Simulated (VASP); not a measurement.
# AlN (P6_3mc) in VASP: notebook

Runs on AlN. Level: r2SCAN. Tasks: single point.

All numbers are computed with VASP 6.6.1; they aren't measurements. Logs are shortened: lines on timing, memory, paths and dates and some standing lists are left out, and cuts for length are marked.

## Step 1: The cell of the first run

Symmetry: P6_3mc, No. 186, hexagonal system. Conventional cell: a = 2.858 Å, b = 2.858 Å, c = 4.580 Å, α = 90.00°, β = 90.00°, γ = 120.00°. Within 2.3 Å of Al (site symmetry 3m) lie 4 N at 1.74 to 1.75 Å. Within 2.3 Å of N (site symmetry 3m) lie 4 Al at 1.74 to 1.75 Å.

## Step 2: Single point, r2SCAN (strain -0.080 along x and y, -0.080 along z)

File POSCAR:

```
AlN
1.0
    2.8581321112      0.0000000000      0.0000000000
   -1.4290660556      2.4752150157      0.0000000000
    0.0000000000      0.0000000000      4.5801324555
Al N
2 2
Direct
    0.3333333333      0.6666666667      0.0016929024
    0.6666666667      0.3333333333      0.5016929024
    0.3333333333      0.6666666667      0.3833070976
    0.6666666667      0.3333333333      0.8833070976
```

File INCAR.step1:

```
ALGO = Normal
EDIFF = 1E-4
ENCUT = 520
GGA = PE
ISMEAR = 0
LASPH = True
LCHARG = False
LREAL = False
LWAVE = True
NBANDS = 16
NELM = 60
PREC = Accurate
SIGMA = 0.05
```

File INCAR.step2:

```
ALGO = Normal
EDIFF = 1E-6
ENCUT = 520
ISIF = 2
ISMEAR = 0
ISTART = 1
LASPH = True
LCHARG = True
LELF = True
LMIXTAU = True
LREAL = False
LVHAR = True
LWAVE = False
METAGGA = R2SCAN
NBANDS = 16
NELM = 60
PREC = Accurate
SIGMA = 0.05
```

File KPOINTS:

```
k-points
0
Gamma
  12 12 6
```

Potentials or basis: VASP PAW PBE potentials, release 64 (Al, N).

On the command line:

```console
$ cat potpaw_PBE.64/Al/POTCAR potpaw_PBE.64/N/POTCAR > POTCAR
$ cp INCAR.step1 INCAR
$ mpirun -np 1 vasp_std > vasp.out
$ cp INCAR.step2 INCAR
$ mpirun -np 1 vasp_std > vasp.out
```

OUTCAR:

```text
EDIFF = 1E-6
   ENCUT = 520
   ISIF = 2
   ISMEAR = 0
   ISTART = 1
   LASPH = True
   LREAL = False
   METAGGA = R2SCAN
   NELM = 60
   PREC = Accurate

 ion  position               nearest neighbor table
   1  0.333  0.667  0.002-   4 1.74   4 1.74   4 1.74   3 1.75   2 2.82   2 2.82   2 2.82   2 2.82
                             2 2.82   2 2.82
   2  0.667  0.333  0.502-   3 1.74   3 1.74   3 1.74   4 1.75   1 2.82   1 2.82   1 2.82   1 2.82
                             1 2.82   1 2.82
   3  0.333  0.667  0.383-   2 1.74   2 1.74   2 1.74   1 1.75
   4  0.667  0.333  0.883-   1 1.74   1 1.74   1 1.74   2 1.75

  LATTYP: Found a hexagonal cell.
 ALAT       =     2.8581321112
 C/A-ratio  =     1.6024915145

  Lattice vectors:

 A1 = (   2.8581321112,   0.0000000000,   0.0000000000)
 A2 = (  -1.4290660556,   2.4752150157,   0.0000000000)
 A3 = (   0.0000000000,   0.0000000000,   4.5801324555)

Analysis of symmetry for initial positions (statically):
=====================================================================
 Subroutine PRICEL returns:
 Original cell was already a primitive cell.

 Routine SETGRP: Setting up the symmetry group for a
 hexagonal supercell.

 Subroutine GETGRP returns: Found 12 space group operations
 (whereof  6 operations were pure point group operations)
 out of a pool of 24 trial point group operations.

The static configuration has the point symmetry C_3v.
 The point group associated with its full space group is C_6v.

Analysis of symmetry for dynamics (positions and initial velocities):
=====================================================================
 Subroutine PRICEL returns:
 Original cell was already a primitive cell.

 Routine SETGRP: Setting up the symmetry group for a
 hexagonal supercell.

 Subroutine GETGRP returns: Found 12 space group operations
 (whereof  6 operations were pure point group operations)
 out of a pool of 24 trial point group operations.

The dynamic configuration has the point symmetry C_3v.
 The point group associated with its full space group is C_6v.

 Subroutine INISYM returns: Found 12 space group operations
 (whereof  6 operations are pure point group operations),
 and found     1 'primitive' translations

[... 92 lines left out ...]
   ISPIN  =      1    spin polarized calculation?
   LNONCOLLINEAR =      F non collinear calculations
   LSORBIT =      F    spin-orbit coupling
   LASPH  =      T    aspherical Exc in radial PAW
   ENCUT  =  520.0 eV  38.22 Ry    6.18 a.u.   5.31  5.31  8.52*2*pi/ulx,y,z
   NELM   =     60;   NELMIN=  2; NELMDL=  0     # of ELM steps
   EDIFF  = 0.1E-05   stopping-criterion for ELM
   LREAL  =      F    real-space projection
   EDIFFG = 0.1E-04   stopping-criterion for IOM
   NSW    =      0    number of steps for IOM
   IBRION =     -1    ionic relax: 0-MD 1-quasi-New 2-CG
   NFREE  =      0    steps in history (QN), initial steepest desc. (CG)
   ISIF   =      2    stress and relaxation
   ISYM   =      2    0-nonsym 1-usesym 2-fastsym
   POTIM  = 0.5000    time-step for ionic-motion
   TEBEG  =    0.0;   TEEND  =   0.0 temperature during run
   PSTRESS=    0.0 pullay stress
   NELECT =      16.0000    total number of electrons
   NUPDOWN=      -1.0000    fix difference up-down
   EMIN   =  10.00;   EMAX   =-10.00  energy-range for DOS
   EFERMI =   0.00;   METHOD = LEGACY
   ISMEAR =     0;   SIGMA  =   0.05  broadening in eV -4-tet -1-fermi 0-gaus
   EFERMI_NEDOS =   21; number of points for ismear=-14 and -15
   IALGO  =     38    algorithm
   IMIX   =      4    mixing-type and parameters
     AMIX     =   0.40;   BMIX     =  1.00
     AMIX_MAG =   1.60;   BMIX_MAG =  1.00
  volume/ion in A,a.u.               =       8.10        54.67
  Fermi-wavevector in a.u.,A,eV,Ry     =   1.293969  2.445246 22.780979  1.674355
  Thomas-Fermi vector in A             =   2.425581
   LORBIT       =      0    0 simple, 1 ext, 2 COOP (PROOUT), +10 PAW based schemes
   METAGGA = R2SCAN    functional components
   LHFCALC =     F    Hartree Fock is set to
   AEXX    =    0.0000 exact exchange contribution
   IVDW    =     0    specifies the selected vdW correction
   LEPSILON=     F    determine dielectric tensor
   LRPA    =     F    only Hartree local field effects (RPA)
 non-spin polarized calculation
 Gauss-broadening in eV      SIGMA  =   0.05
  energy-cutoff  :      520.00
  volume of cell :       32.40
 maximum number of plane-waves:       890
 NGX is ok and might be reduce to    24
   NGX = 11   NGY = 11   NGZ = 17

 number of electron      15.9999997 magnetization

 Free energy of the ion-electron system (eV)
  ---------------------------------------------------
  ext. energy  EPLUGINS =         0.00000000
  ---------------------------------------------------
  free energy    TOTEN  =       -36.45477589 eV

  energy without entropy =      -36.45477589  energy(sigma->0) =      -36.45477589

 E-fermi :   8.8595     XC(G=0): -12.6121

 val. band max:        8.5781789477   @ k =   0.0000   0.0000   0.0000
 cond. band min:      14.4006381081   @ k =   0.3333   0.3333   0.0000
 fundamental gap:      5.8224591604
 Fermi energy:         8.8595464591

 k-point     1 :       0.0000    0.0000    0.0000
  band No.  band energies     occupation
      1      -9.0685      2.00000
      2      -6.0747      2.00000
      3       1.2585      2.00000
      4       7.5855      2.00000
      5       7.5855      2.00000
      6       8.2804      2.00000
[... 433 lines left out ...]
      3       2.6722      2.00000
      4       3.9576      2.00000
      5       4.6572      2.00000
      6       6.4833      2.00000
[... 8 lines left out ...]
     15      25.3036      0.00000
     16      26.7802      0.00000

 [... further k-points ...]
[... 5 lines left out ...]
  --------------------------------------------------------------------------------------
  -------------------------------------------------------------------------------------
  Total       17.6811175     17.6811175     16.3780620      0.0000000      0.0000000      0.0000000
  in kB      874.2729170    874.2729170    809.8411204      0.0000000      0.0000000      0.0000000
  external PRESSURE =     852.7956515 kB  Pullay stress =       0.0000000 kB

 VOLUME and BASIS-vectors are now :
 -----------------------------------------------------------------------------
  energy-cutoff  :      520.00
  volume of cell :       32.40
      direct lattice vectors                 reciprocal lattice vectors
     2.858132111  0.000000000  0.000000000     0.349878858  0.202002653  0.000000000
    -1.429066056  2.475215016  0.000000000     0.000000000  0.404005306  0.000000000
     0.000000000  0.000000000  4.580132456     0.000000000  0.000000000  0.218334297

 POSITION                                       TOTAL-FORCE (eV/Angst)
 -----------------------------------------------------------------------------------
     -0.00000      1.65014      0.00775        -0.000000     -0.000000     -0.145902
      1.42907      0.82507      2.29782         0.000000      0.000000     -0.145902
     -0.00000      1.65014      1.75560        -0.000000     -0.000000      0.145902
      1.42907      0.82507      4.04566        -0.000000     -0.000000      0.145902
 -----------------------------------------------------------------------------------
    total drift:                               -0.000000      0.000000      0.007907

  FREE ENERGIE OF THE ION-ELECTRON SYSTEM (eV)
  ---------------------------------------------------
  free  energy   TOTEN  =       -36.4547758857 eV

  energy  without entropy=      -36.4547758857  energy(sigma->0) =      -36.45477589
```

OUTCAR.step1:

```text
EDIFF = 1E-4
   ENCUT = 520
   GGA = PE
   ISMEAR = 0
[... 690 lines left out ...]
     -0.00000      1.65014      0.00775         0.000000      0.000000     -0.144837
      1.42907      0.82507      2.29782         0.000000     -0.000000     -0.144837
     -0.00000      1.65014      1.75560        -0.000000     -0.000000      0.144837
      1.42907      0.82507      4.04566         0.000000      0.000000      0.144837
 -----------------------------------------------------------------------------------
    total drift:                               -0.000000      0.000000     -0.001494

  FREE ENERGIE OF THE ION-ELECTRON SYSTEM (eV)
  ---------------------------------------------------
  free  energy   TOTEN  =       -27.5046219458 eV

  energy  without entropy=      -27.5046219458  energy(sigma->0) =      -27.50462195
```

It took 48 s on 1 thread of Intel Xeon 6975P-C (Granite Rapids), shared host; peak memory 0.17 GiB.

What came out:

```
Free energy            : -36.4548 eV
Pressure               : 85.3 GPa
Largest force          : 0.146 eV/Å
Band gap on the k mesh : 5.82 eV, indirect (least direct gap 7.42 eV)
```

Forces in eV/Å, atoms in the order of the input:
```
Al   0.000  0.000 -0.146
Al   0.000  0.000 -0.146
N    0.000  0.000  0.146
N    0.000  0.000  0.146
```

Stress tensor (GPa, compression positive):
```
87.43  0.00  0.00
 0.00 87.43  0.00
 0.00  0.00 80.98
```

Levels at points of the mesh, in eV from the valence-band top:
| k point | band 4 | band 5 | band 6 | band 7 | band 8 | band 9 | band 10 | band 11 | band 12 | band 13 |
| --- | --- | --- | --- | --- | --- | --- | --- | --- | --- | --- |
| (0.00, 0.00, 0.00) | -0.99 | -0.99 | -0.30 | -0.30 | 0.00 | 7.42 | 9.98 | 13.93 | 13.93 | 13.94 |
| (0.50, 0.00, 0.00) | -4.89 | -4.02 | -2.47 | -2.13 | -0.77 | 7.00 | 7.54 | 11.42 | 13.22 | 13.27 |
| (0.00, 0.00, 0.50) | -3.85 | -0.66 | -0.66 | -0.66 | -0.66 | 9.71 | 9.71 | 13.63 | 13.63 | 14.34 |
| (0.50, 0.00, 0.50) | -6.75 | -1.72 | -1.72 | -1.63 | -1.63 | 6.92 | 6.92 | 11.81 | 11.81 | 16.30 |

Caveat: the cell differs from its parent crystal (strain -0.080 along x and y, -0.080 along z); the PAW data sets were made with another functional, which shifts forces and pressure a little.

## Step 3: Single point, r2SCAN (strain -0.080 along x and y, -0.040 along z)

Edit POSCAR of step 2 so:

```diff
@@ -4,3 +4,3 @@
    -1.4290660556      2.4752150157      0.0000000000
-    0.0000000000      0.0000000000      4.5801324555
+    0.0000000000      0.0000000000      4.7792686492
 Al N
```

File INCAR.step1:

```
PREC     = Accurate       # precision mode
ENCUT    = 520            # plane-wave cutoff, eV
ISMEAR   = 0              # smearing method
SIGMA    = 0.05           # smearing width, eV
LREAL    = False          # projectors in reciprocal space
LASPH    = True           # aspherical terms in the spheres
NELM     = 80             # most SCF steps
NBANDS   = 16             # bands
GGA      = PE             # functional
ALGO     = Normal         # electronic algorithm
EDIFF    = 1E-4           # SCF threshold, eV
LWAVE    = True           # write WAVECAR
LCHARG   = False          # write CHGCAR
```

File INCAR.step2:

```
PREC     = Accurate       # precision mode
ENCUT    = 520            # plane-wave cutoff, eV
EDIFF    = 1E-6           # SCF threshold, eV
ISMEAR   = 0              # smearing method
SIGMA    = 0.05           # smearing width, eV
LREAL    = False          # projectors in reciprocal space
LASPH    = True           # aspherical terms in the spheres
NELM     = 80             # most SCF steps
ALGO     = Normal         # electronic algorithm
ISIF     = 2              # what is computed and relaxed
LWAVE    = False          # write WAVECAR
LCHARG   = False          # write CHGCAR
METAGGA  = R2SCAN         # meta-GGA
LMIXTAU  = True         
NBANDS   = 16             # bands
ISTART   = 1
```

File KPOINTS:

```
regular mesh
0
Gamma
  12 12 6
```

Potentials or basis: VASP PAW PBE potentials, release 64 (Al, N).

On the command line:

```console
$ cat potpaw_PBE.64/Al/POTCAR potpaw_PBE.64/N/POTCAR > POTCAR
$ cp INCAR.step1 INCAR
$ mpirun -np 1 vasp_std > vasp.out
$ cp INCAR.step2 INCAR
$ mpirun -np 1 vasp_std > vasp.out
```

It took 48 s on 1 thread of Intel Xeon 6975P-C (Granite Rapids), shared host; peak memory 0.17 GiB.

It converged, with:

```yaml
Free_energy: -36.9920 eV
Pressure: 66.7 GPa
Largest_force: 0.985 eV/Å
Band_gap_on_the_k_mesh: 5.81 eV, indirect (least direct gap 7.07 eV)
```

Forces in eV/Å, atoms in the order of the input:
```
Al   0.000  0.000  0.985
Al   0.000  0.000  0.985
N    0.000  0.000 -0.985
N    0.000  0.000 -0.985
```

Stress tensor (GPa, compression positive):
```
78.80  0.00  0.00
 0.00 78.80  0.00
 0.00  0.00 42.64
```

Levels at points of the mesh, in eV from the valence-band top:
| k point | band 5 | band 6 | band 7 | band 8 | band 9 | band 10 | band 11 | band 12 |
| --- | --- | --- | --- | --- | --- | --- | --- | --- |
| (0.00, 0.00, 0.00) | -0.57 | -0.03 | 0.00 | 0.00 | 7.07 | 10.26 | 13.51 | 14.30 |
| (0.50, 0.00, 0.00) | -3.70 | -2.00 | -1.90 | -0.57 | 6.79 | 7.82 | 11.24 | 12.82 |
| (0.00, 0.00, 0.50) | -0.29 | -0.29 | -0.29 | -0.29 | 9.69 | 9.69 | 13.23 | 13.23 |
| (0.50, 0.00, 0.50) | -1.54 | -1.54 | -1.36 | -1.36 | 6.76 | 6.76 | 11.66 | 11.66 |

Caveat: the cell differs from its parent crystal (strain -0.080 along x and y, -0.040 along z); the PAW data sets were made with another functional, which shifts forces and pressure a little. A k mesh can miss the band edges.

## Step 4: Single point, r2SCAN (strain -0.080 along x and y, +0.000 along z)

Edit POSCAR of step 3 so:

```diff
@@ -4,3 +4,3 @@
    -1.4290660556      2.4752150157      0.0000000000
-    0.0000000000      0.0000000000      4.7792686492
+    0.0000000000      0.0000000000      4.9784048429
 Al N
```

File INCAR.step1:

```
SYSTEM = AlN
ALGO = Normal ; EDIFF = 1E-4
ENCUT = 520 ; GGA = PE
ISMEAR = 0 ; LASPH = .True.
LCHARG = .False. ; LREAL = .False.
LWAVE = .True. ; NBANDS = 16
NELM = 80 ; PREC = Accurate
SIGMA = 0.05
```

File INCAR.step2:

```
SYSTEM = AlN
ALGO = Normal ; EDIFF = 1E-6
ENCUT = 520 ; ISIF = 2
ISMEAR = 0 ; ISTART = 1
LASPH = .True. ; LCHARG = .False.
LMIXTAU = .True. ; LREAL = .False.
LWAVE = .False. ; METAGGA = R2SCAN
NBANDS = 16 ; NELM = 80
PREC = Accurate ; SIGMA = 0.05
```

File KPOINTS:

```
k-points
0
Gamma
  12 12 6
  0 0 0
```

On the command line:

```console
$ cat potpaw_PBE.64/Al/POTCAR potpaw_PBE.64/N/POTCAR > POTCAR
$ cp INCAR.step1 INCAR
$ mpirun -np 1 vasp_std > vasp.out
$ cp INCAR.step2 INCAR
$ mpirun -np 1 vasp_std > vasp.out
```

It took 50 s on 1 thread of Intel Xeon 6975P-C (Granite Rapids), shared host; peak memory 0.18 GiB.

The run converged. Its results:

```
Free energy            : -37.2372 eV
Pressure               : 52.3 GPa
Largest force          : 1.564 eV/Å
Band gap on the k mesh : 5.54 eV, indirect (least direct gap 6.33 eV)
```

Forces in eV/Å, atoms in the order of the input:
```
Al   0.000  0.000  1.564
Al   0.000  0.000  1.564
N    0.000  0.000 -1.564
N    0.000  0.000 -1.564
```

Stress tensor (GPa, compression positive):
```
71.42  0.00  0.00
 0.00 71.42  0.00
 0.00  0.00 14.04
```

Levels at points of the mesh, in eV from the valence-band top:
```csv
k point,band 6,band 7,band 8,band 9,band 10,band 11
"(0.00, 0.00, 0.00)",-0.34,0.00,0.00,6.33,10.24,12.79
"(0.50, 0.00, 0.00)",-1.95,-1.86,-0.66,6.32,7.78,10.72
"(0.00, 0.00, 0.50)",-0.24,-0.24,-0.24,9.30,9.30,12.61
"(0.50, 0.00, 0.50)",-1.70,-1.31,-1.31,6.32,6.32,11.30
```

Caveat: the cell differs from its parent crystal (strain -0.080 along x and y, +0.000 along z); the PAW data sets were made with another functional, which shifts forces and pressure a little. A k mesh can miss the band edges.

[end of part 1 of 2]
